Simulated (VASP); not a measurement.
# Ga4O in VASP: notebook

Ga4O is run at these levels: PBE; tasks: single point.

All numbers are computed with VASP 6.6.1; they aren't measurements. Logs are shortened: lines on timing, memory, paths and dates and some standing lists are left out, and cuts for length are marked.

### Step 1. The cell of the first run

The typed cell holds 5 atoms: a = 4.927 Å, b = 4.927 Å, c = 4.927 Å, α = 120.17°, β = 120.17°, γ = 89.71°.

### Step 2. Single point, PBE

The input, INCAR:

```
SYSTEM = Ga4O
ALGO = Normal
EDIFF = 1E-7
ENCUT = 520
GGA = PE
ISIF = 2
ISMEAR = 0
LASPH = .True.
LCHARG = .False.
LREAL = .False.
LWAVE = .False.
NBANDS = 37
NELM = 80
PREC = Accurate
SIGMA = 0.1
```

The input, KPOINTS:

```
k-points
0
Gamma
  6 6 6
  0 0 0
```

The input, POSCAR:

```
Ga4O
1.0
   -2.4572387031      2.4572387031      3.4927653965
    2.4572387031     -2.4572387031      3.4927653965
    2.4572387031      2.4572387031     -3.4927653965
Ga O
4 1
Direct
    0.7121677921      0.7121677921      0.0000000000
    0.5000470846      1.0000470846      0.5000000000
    1.0000470846      0.5000470846      0.5000000000
    0.2877858306      0.2877858306      0.0000000000
   -0.0000477820     -0.0000477820      0.0000000000
```

Potentials or basis: VASP PAW PBE potentials, release 64 (Ga_d, O).

Started as:

```
$ cat potpaw_PBE.64/Ga_d/POTCAR potpaw_PBE.64/O/POTCAR > POTCAR
$ mpirun -np 1 vasp_std > vasp.out
```

OUTCAR:

```text
SYSTEM = Ga4O
   EDIFF = 1E-7
   ENCUT = 520
   GGA = PE
   ISIF = 2
   ISMEAR = 0
   LASPH = .True.
   LREAL = .False.
   NELM = 80
   PREC = Accurate

 ion  position               nearest neighbor table
   1  0.712  0.712  0.000-   5 2.01   3 2.87   2 2.87   2 2.87   3 2.87
   2  0.500  0.000  0.500-   1 2.87   1 2.87   4 2.87   4 2.87
   3  0.000  0.500  0.500-   1 2.87   1 2.87   4 2.87   4 2.87
   4  0.288  0.288  0.000-   5 2.01   2 2.87   3 2.87   2 2.87   3 2.87
   5  1.000  1.000  0.000-   1 2.01   4 2.01

  LATTYP: Found a body centered tetragonal cell.
 ALAT       =     4.9144774062
 C/A-ratio  =     1.4214188439

  Lattice vectors:

 A1 = (  -2.4572387031,   2.4572387031,   3.4927653965)
 A2 = (   2.4572387031,  -2.4572387031,   3.4927653965)
 A3 = (   2.4572387031,   2.4572387031,  -3.4927653965)

Analysis of symmetry for initial positions (statically):
=====================================================================
 Subroutine PRICEL returns:
 Original cell was already a primitive cell.

 Routine SETGRP: Setting up the symmetry group for a
 body centered tetragonal supercell.

 Subroutine GETGRP returns: Found  8 space group operations
 (whereof  8 operations were pure point group operations)
 out of a pool of 16 trial point group operations.

The static configuration has the point symmetry C_4v.

Analysis of symmetry for dynamics (positions and initial velocities):
=====================================================================
 Subroutine PRICEL returns:
 Original cell was already a primitive cell.

 Routine SETGRP: Setting up the symmetry group for a
 body centered tetragonal supercell.

 Subroutine GETGRP returns: Found  8 space group operations
 (whereof  8 operations were pure point group operations)
 out of a pool of 16 trial point group operations.

The dynamic configuration has the point symmetry C_4v.

 Subroutine INISYM returns: Found  8 space group operations
 (whereof  8 operations are pure point group operations),
 and found     1 'primitive' translations

----------------------------------------------------------------------------------------

                                     Primitive cell

  volume of cell :      84.3576

  direct lattice vectors                    reciprocal lattice vectors
    -2.457238703  2.457238703  3.492765396     0.000000000  0.203480435  0.143153044
     2.457238703 -2.457238703  3.492765396     0.203480435  0.000000000  0.143153044
     2.457238703  2.457238703 -3.492765396     0.203480435  0.203480435  0.000000000

  length of vectors
     4.927012706  4.927012706  4.927012706     0.248791241  0.248791241  0.287764791

  position of ions in fractional coordinates (direct lattice)
     0.712167792  0.712167792  0.000000000
     0.500047085  0.000047085  0.500000000
     0.000047085  0.500047085  0.500000000
     0.287785831  0.287785831  0.000000000
     0.999952218  0.999952218  0.000000000

  ion indices of the primitive-cell ions
   primitive index   ion index
                 1           1
                 2           2
                 3           3
                 4           4
                 5           5

----------------------------------------------------------------------------------------

 KPOINTS: k-points

Automatic generation of k-mesh.
 Grid dimensions read from file:
 generate k-points for:    6    6    6

 Generating k-lattice:

  Cartesian coordinates                     Fractional coordinates (reciprocal lattice)
     0.000000000  0.033913406  0.023858841     0.166666667  0.000000000 -0.000000000
     0.033913406  0.000000000  0.023858841     0.000000000  0.166666667 -0.000000000
     0.033913406  0.033913406  0.000000000     0.000000000  0.000000000  0.166666667

  Length of vectors
     0.041465207  0.041465207  0.047960798

  Shift w.r.t. Gamma in fractional coordinates (k-lattice)
     0.000000000  0.000000000  0.000000000

 Subroutine IBZKPT returns following result:
 ===========================================

 Found     30 irreducible k-points:

 Following reciprocal coordinates:
            Coordinates               Weight
  0.000000  0.000000  0.000000      1.000000
  0.166667  0.000000 -0.000000      8.000000
  0.333333  0.000000 -0.000000      8.000000
  0.500000  0.000000 -0.000000      4.000000
  0.166667  0.166667 -0.000000      8.000000
  0.333333  0.166667 -0.000000     16.000000
[... 16 lines left out ...]
 -0.333333 -0.333333  0.166667      8.000000
 -0.166667 -0.333333  0.166667      8.000000
 [... further k-points ...]
   k-points           NKPTS =     30   k-points in BZ     NKDIM =     30   number of bands    NBANDS=     37
   number of dos      NEDOS =    301   number of ions     NIONS =      5
   total plane-waves  NPLWV =  64000
   dimension x,y,z NGX =    40 NGY =   40 NGZ =   40
   dimension x,y,z NGXF=    80 NGYF=   80 NGZF=   80
   ions per type =               4   1
   NGX,Y,Z   is equivalent  to a cutoff of  13.50, 13.50, 13.50 a.u.
   NGXF,Y,Z  is equivalent  to a cutoff of  26.99, 26.99, 26.99 a.u.
 SYSTEM =  Ga4O
   PREC   = accura    normal or accurate (medium, high low for compatibility)
   ISTART =      0    job   : 0-new  1-cont  2-samecut
   ICHARG =      2    charge: 1-file 2-atom 10-const
   ISPIN  =      1    spin polarized calculation?
   LNONCOLLINEAR =      F non collinear calculations
   LSORBIT =      F    spin-orbit coupling
   LASPH  =      T    aspherical Exc in radial PAW
   ENCUT  =  520.0 eV  38.22 Ry    6.18 a.u.   9.16  9.16  9.16*2*pi/ulx,y,z
   NELM   =     80;   NELMIN=  2; NELMDL= -5     # of ELM steps
   EDIFF  = 0.1E-06   stopping-criterion for ELM
   LREAL  =      F    real-space projection
   EDIFFG = 0.1E-05   stopping-criterion for IOM
   NSW    =      0    number of steps for IOM
   IBRION =     -1    ionic relax: 0-MD 1-quasi-New 2-CG
   NFREE  =      0    steps in history (QN), initial steepest desc. (CG)
   ISIF   =      2    stress and relaxation
   ISYM   =      2    0-nonsym 1-usesym 2-fastsym
   POTIM  = 0.5000    time-step for ionic-motion
   TEBEG  =    0.0;   TEEND  =   0.0 temperature during run
   PSTRESS=    0.0 pullay stress
   NELECT =      58.0000    total number of electrons
   NUPDOWN=      -1.0000    fix difference up-down
   EMIN   =  10.00;   EMAX   =-10.00  energy-range for DOS
   EFERMI =   0.00;   METHOD = LEGACY
   ISMEAR =     0;   SIGMA  =   0.10  broadening in eV -4-tet -1-fermi 0-gaus
   EFERMI_NEDOS =   21; number of points for ismear=-14 and -15
   IALGO  =     38    algorithm
   IMIX   =      4    mixing-type and parameters
     AMIX     =   0.40;   BMIX     =  1.00
     AMIX_MAG =   1.60;   BMIX_MAG =  1.00
  volume/ion in A,a.u.               =      16.87       113.85
  Fermi-wavevector in a.u.,A,eV,Ry     =   1.444917  2.730497 28.406027  2.087784
  Thomas-Fermi vector in A             =   2.563157
   LORBIT       =      0    0 simple, 1 ext, 2 COOP (PROOUT), +10 PAW based schemes
   GGA     = PE    functional components
   LHFCALC =     F    Hartree Fock is set to
   AEXX    =    0.0000 exact exchange contribution
   IVDW    =     0    specifies the selected vdW correction
   LEPSILON=     F    determine dielectric tensor
   LRPA    =     F    only Hartree local field effects (RPA)
 non-spin polarized calculation
 Gauss-broadening in eV      SIGMA  =   0.10
  energy-cutoff  :      520.00
  volume of cell :       84.36
 maximum number of plane-waves:      2293
 NGX is ok and might be reduce to    40
   NGX = 19   NGY = 19   NGZ = 19

 number of electron      57.9999991 magnetization

 Free energy of the ion-electron system (eV)
  ---------------------------------------------------
  ext. energy  EPLUGINS =         0.00000000
  ---------------------------------------------------
  free energy    TOTEN  =       -18.24097080 eV

  energy without entropy =      -18.23284933  energy(sigma->0) =      -18.23691007

 E-fermi :   5.3033     XC(G=0): -10.9459

 val. band max:        5.3016063477   @ k =  -0.1667   0.1667   0.1667
 cond. band min:       5.3261499432   @ k =   0.0000   0.0000   0.0000
 fundamental gap:      0.0245435955
 Fermi energy:         5.3033153178

 k-point     1 :       0.0000    0.0000    0.0000
  band No.  band energies     occupation
      1     -13.9161      2.00000
      2      -9.6965      2.00000
      3      -9.6438      2.00000
      4      -9.6055      2.00000
      5      -9.6055      2.00000
      6      -9.6017      2.00000
[... 29 lines left out ...]
     36      10.8390      0.00000
     37      10.8416      0.00000

 k-point     2 :       0.1667    0.0000   -0.0000
  band No.  band energies     occupation
      1     -13.8975      2.00000
      2      -9.6806      2.00000
      3      -9.6678      2.00000
      4      -9.6450      2.00000
      5      -9.6322      2.00000
      6      -9.6156      2.00000
[... 29 lines left out ...]
     36      10.1192      0.00000
     37      10.8412      0.00000

 k-point     3 :       0.3333    0.0000   -0.0000
  band No.  band energies     occupation
      1     -13.8596      2.00000
      2      -9.7063      2.00000
      3      -9.6652      2.00000
      4      -9.6479      2.00000
      5      -9.6425      2.00000
      6      -9.6372      2.00000
[... 29 lines left out ...]
     36      11.2915      0.00000
     37      11.8399      0.00000

 k-point     4 :       0.5000    0.0000   -0.0000
  band No.  band energies     occupation
      1     -13.8405      2.00000
      2      -9.7162      2.00000
      3      -9.6671      2.00000
      4      -9.6507      2.00000
      5      -9.6442      2.00000
      6      -9.6345      2.00000
[... 29 lines left out ...]
     36      11.8274      0.00000
     37      11.9350      0.00000
[... 683 lines left out ...]
      1     -13.8478      2.00000
      2      -9.7001      2.00000
      3      -9.6665      2.00000
      4      -9.6460      2.00000
      5      -9.6379      2.00000
      6      -9.6293      2.00000
[... 29 lines left out ...]
     36      11.6957      0.00000
     37      12.2332      0.00000

 k-point    23 :      -0.3333   -0.3333    0.1667
  band No.  band energies     occupation
      1     -13.8568      2.00000
      2      -9.7041      2.00000
      3      -9.6677      2.00000
      4      -9.6418      2.00000
      5      -9.6357      2.00000
      6      -9.6344      2.00000
[... 29 lines left out ...]
     36      11.6411      0.00000
     37      12.8037      0.00000

 k-point    24 :      -0.1667   -0.3333    0.1667
  band No.  band energies     occupation
      1     -13.8758      2.00000
      2      -9.7273      2.00000
      3      -9.6626      2.00000
      4      -9.6560      2.00000
      5      -9.6363      2.00000
      6      -9.6318      2.00000
[... 29 lines left out ...]
     36      10.8977      0.00000
     37      12.4491      0.00000

 [... further k-points ...]

------------------------ aborting loop because EDIFF is reached ----------------------------------------

  FORCE on cell =-STRESS in cart. coord.  units (eV):
  Direction    XX          YY          ZZ          XY          YZ          ZX
  --------------------------------------------------------------------------------------
  -------------------------------------------------------------------------------------
  Total        0.0265443      0.0265443      0.0944709      0.0000000     -0.0000000      0.0000000
  in kB        0.5041485      0.5041485      1.7942563      0.0000000     -0.0000000      0.0000000
  external PRESSURE =       0.9341844 kB  Pullay stress =       0.0000000 kB

 VOLUME and BASIS-vectors are now :
 -----------------------------------------------------------------------------
  energy-cutoff  :      520.00
  volume of cell :       84.36
      direct lattice vectors                 reciprocal lattice vectors
    -2.457238703  2.457238703  3.492765396     0.000000000  0.203480435  0.143153044
     2.457238703 -2.457238703  3.492765396     0.203480435  0.000000000  0.143153044
     2.457238703  2.457238703 -3.492765396     0.203480435  0.203480435  0.000000000

 POSITION                                       TOTAL-FORCE (eV/Angst)
 -----------------------------------------------------------------------------------
      0.00000      0.00000      4.97487        -0.000000     -0.000000     -0.033390
      0.00000      2.45724      0.00033         0.000000      0.000000     -0.000298
      2.45724      0.00000      0.00033         0.000000      0.000000     -0.000298
      0.00000      0.00000      2.01034        -0.000000     -0.000000      0.033452
      0.00000      0.00000      6.98520         0.000000      0.000000      0.000534
 -----------------------------------------------------------------------------------
    total drift:                               -0.000000     -0.000000      0.000032

  FREE ENERGIE OF THE ION-ELECTRON SYSTEM (eV)
  ---------------------------------------------------
  free  energy   TOTEN  =       -18.2409708029 eV

  energy  without entropy=      -18.2328493307  energy(sigma->0) =      -18.23691007
```

It took 77 s on 1 thread of AMD EPYC 9R45 (Zen 5), shared host; peak memory 0.24 GiB.

Results:

```yaml
Free_energy: -18.2410 eV
Pressure: 0.1 GPa
Largest_force: 0.033 eV/Å
Band_gap_on_the_k_mesh: zero (bands 29 and 30 overlap by 1.16 eV)
```

Forces in eV/Å, atoms in the order of the input:
```
Ga   0.000  0.000 -0.033
Ga   0.000  0.000  0.000
Ga   0.000  0.000  0.000
Ga   0.000  0.000  0.033
O    0.000  0.000  0.001
```

Stress tensor (GPa, compression positive):
```
0.05 0.00 0.00
0.00 0.05 0.00
0.00 0.00 0.18
```

### Step 3. Single point, PBE

This run uses another cell than the first one, of 16.93 Å³/atom.

The input, INCAR:

```
SYSTEM = Ga4O
PREC     = Accurate       ! precision mode
ENCUT    = 520            ! plane-wave cutoff, eV
EDIFF    = 1E-7           ! SCF threshold, eV
ISMEAR   = 0              ! smearing method
SIGMA    = 0.1            ! smearing width, eV
LREAL    = .False.        ! projectors in reciprocal space
LASPH    = .True.         ! aspherical terms in the spheres
NELM     = 60             ! most SCF steps
ALGO     = Normal         ! electronic algorithm
ISIF     = 2              ! what is computed and relaxed
LWAVE    = .False.        ! write WAVECAR
LCHARG   = .False.        ! write CHGCAR
GGA      = PE             ! functional
NBANDS   = 37             ! bands
```

The input, KPOINTS:

```
regular mesh
0
Gamma
  12 12 12
  0 0 0
```

The input, POSCAR:

```
Ga4O
1.0
   -2.4730568473      2.4730568473      3.4597819453
    2.4730568473     -2.4730568473      3.4597819453
    2.4730568473      2.4730568473     -3.4597819453
Ga O
4 1
Direct
    0.7107617930      0.7107617930      0.0000000000
    0.5000000000      0.0000000000      0.5000000000
    0.0000000000      0.5000000000      0.5000000000
    0.2892382070      0.2892382070      0.0000000000
    0.0000000000      0.0000000000      0.0000000000
```

Potentials or basis: VASP PAW PBE potentials, release 64 (Ga_d, O).

Started as:

```
$ cat potpaw_PBE.64/Ga_d/POTCAR potpaw_PBE.64/O/POTCAR > POTCAR
$ mpirun -np 1 vasp_std > vasp.out
```

It took 6.4 min on 1 thread of Intel Xeon 6975P-C (Granite Rapids), shared host; peak memory 0.51 GiB.

The run converged. Its results:

* Free energy: -18.2251 eV
* Pressure: 0.2 GPa
* Largest force: 0.045 eV/Å
* Band gap on the k mesh: zero (bands 29 and 30 overlap by 1.47 eV)

Forces in eV/Å, atoms in the order of the input:
```
Ga   0.000  0.000 -0.045
Ga   0.000  0.000  0.000
Ga   0.000  0.000  0.000
Ga   0.000  0.000  0.045
O    0.000  0.000  0.000
```

Stress tensor (GPa, compression positive):
```
0.10 0.00 0.00
0.00 0.10 0.00
0.00 0.00 0.36
```

Levels at points of the mesh, in eV from the Fermi level:
| k point | band 27 | band 28 | band 29 | band 30 | band 31 | band 32 |
| --- | --- | --- | --- | --- | --- | --- |
| (0.00, 0.00, 0.00) | -0.64 | 0.00 | 0.00 | 0.08 | 0.09 | 0.17 |
| (0.50, 0.00, 0.00) | -2.89 | -1.40 | -1.03 | 0.62 | 2.01 | 2.14 |
| (0.50, 0.50, 0.00) | -2.06 | -1.63 | -1.12 | 0.15 | 4.42 | 4.53 |
| (0.50, 0.50, 0.50) | -2.64 | -1.59 | -0.91 | -0.91 | 4.70 | 4.70 |

### Step 4. Single point, PBE, collinear spin, ferromagnetic start

The input, INCAR:

```
ALGO = Normal
EDIFF = 1E-6
ENCUT = 520
GGA = PE
ISIF = 2
ISMEAR = 0
ISPIN = 2
LASPH = True
LCHARG = False
LORBIT = 11
LREAL = False
LWAVE = False
MAGMOM = 0 0 0 0 1
NBANDS = 41
NELM = 150
PREC = Accurate
SIGMA = 0.1
```

The input, KPOINTS:

```
k-points
0
Gamma
  6 6 6
```

The input, POSCAR:

```
Ga4O
1.0
   -2.4572387031      2.4572387031      3.4927653965
    2.4572387031     -2.4572387031      3.4927653965
    2.4572387031      2.4572387031     -3.4927653965
Ga O
4 1
Direct
    0.7121677921      0.7121677921      0.0000000000
    0.5000000000      0.0000000000      0.5000000000
    0.0000000000      0.5000000000      0.5000000000
    0.2878322079      0.2878322079      0.0000000000
    0.0000000000      0.0000000000      0.0000000000
```

Started as:

```
$ cat potpaw_PBE.64/Ga_d/POTCAR potpaw_PBE.64/O/POTCAR > POTCAR
$ mpirun -np 1 vasp_std > vasp.out
```

It took 2.7 min on 1 thread of Intel Xeon 6975P-C (Granite Rapids), shared host; peak memory 0.37 GiB.

Results (log left out):

```yaml
Free_energy: -18.2410 eV
Pressure: 0.1 GPa
Largest_force: 0.032 eV/Å
Band_gap_on_the_k_mesh: zero (filled and empty bands overlap)
Net_moment: 0.00 μB per cell
Valence_electrons_inside_the_program's_atomic_spheres: Ga 11.52, 11.46 (each value once); O 4.95
```

Forces on the atoms (eV/Å):
```
Ga   0.000  0.000 -0.032
Ga   0.000  0.000  0.000
Ga   0.000  0.000  0.000
Ga   0.000  0.000  0.032
O    0.000  0.000  0.000
```

Stress tensor (GPa, compression positive):
```
0.04 0.00 0.00
0.00 0.04 0.00
0.00 0.00 0.17
```

Levels at points of the mesh, in eV from the Fermi level:
Spin up:
```
           k point  band 27  band 28  band 29  band 30  band 31  band 32
(0.00, 0.00, 0.00)    -0.84     0.02     0.02     0.08     0.08     0.08
(0.50, 0.00, 0.00)    -3.01    -1.41    -1.02     0.52     1.93     2.08
(0.50, 0.50, 0.00)    -2.08    -1.62    -1.28     0.06     4.32     4.33
(0.50, 0.50, 0.50)    -2.74    -1.61    -0.94    -0.94     4.70     4.70
```
Spin down:
```csv
k point,band 27,band 28,band 29,band 30,band 31,band 32
"(0.00, 0.00, 0.00)",-0.84,0.02,0.02,0.08,0.08,0.08
"(0.50, 0.00, 0.00)",-3.01,-1.41,-1.02,0.52,1.93,2.08
"(0.50, 0.50, 0.00)",-2.08,-1.62,-1.28,0.06,4.32,4.33
"(0.50, 0.50, 0.50)",-2.74,-1.61,-0.94,-0.94,4.70,4.70
```

### Step 5. Summary

| spin | cell | k mesh | gap on the mesh (eV) | pressure (GPa) | largest force (eV/Å) |
| --- | --- | --- | --- | --- | --- |
| off | a = 4.927 Å, angles 120.2, 120.2, 89.7°, 5 atoms, atomic positions A | 6 × 6 × 6 | none | 0.1 | 0.03 |
| off | a = 4.920 Å, angles 119.6, 119.6, 90.6°, 5 atoms, atomic positions B | 12 × 12 × 12 | none | 0.2 | 0.04 |
| collinear, ferromagnetic start | a = 4.927 Å, angles 120.2, 120.2, 89.7°, 5 atoms, atomic positions C | 6 × 6 × 6 | none | 0.1 | 0.03 |

Alike in all rows: task single point; level PBE; potentials or basis VASP PAW PBE potentials, release 64 (Ga_d, O); cutoff (eV) 520; smearing gaussian 0.1 eV.

Total energies depend on the potentials used, so only differences within one code and one set of settings carry meaning.

The gap in the log of VASP goes by the Fermi energy; the results here count the filled bands.